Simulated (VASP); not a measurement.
Sb: single point with PBE0

Sb:

```
CELL_PARAMETERS angstrom
0.00000 2.36844 2.36844
2.36844 0.00000 2.36844
2.36844 2.36844 0.00000
ATOMIC_POSITIONS crystal
Sb 0.00000 0.00000 0.00000
```

This isn't the form of Sb at room conditions, which is rhombohedral.

```
Program             : VASP 6.6.1
Task                : single point
Functional          : PBE0
Potentials or basis : VASP PAW PBE potentials, release 64 (Sb_d_GW)
Cutoff              : 400 eV
k mesh              : 5 × 5 × 5
Occupations         : fermi-dirac, width 0.05 eV
Spin                : no spin polarisation
```

```yaml
Pressure: -0.7 GPa
Band_gap_on_the_k_mesh: zero (an odd number of electrons rules out a gap without spin polarisation)
```

Levels at points of the mesh, in eV from the Fermi level:
```tsv
k point	band 3	band 4	band 5	band 6	band 7	band 8	band 9	band 10	band 11	band 12
(0.00, 0.00, 0.00)	-31.97	-31.93	-31.93	-14.65	6.90	6.90	6.90	11.69	12.10	12.10
```

Wall time 4.7 min on 1 thread of AMD EPYC 7R13 Processor (Zen 3), on a shared host, peak memory 0.12 GiB.

Caveat: the k points lie up to 0.46 Å⁻¹ apart, too coarse for converged energies and pressures of a metal; the PAW data sets were made with another functional, which shifts forces and pressure a little; spin-orbit coupling is left out, which moves the levels of the heavy elements.
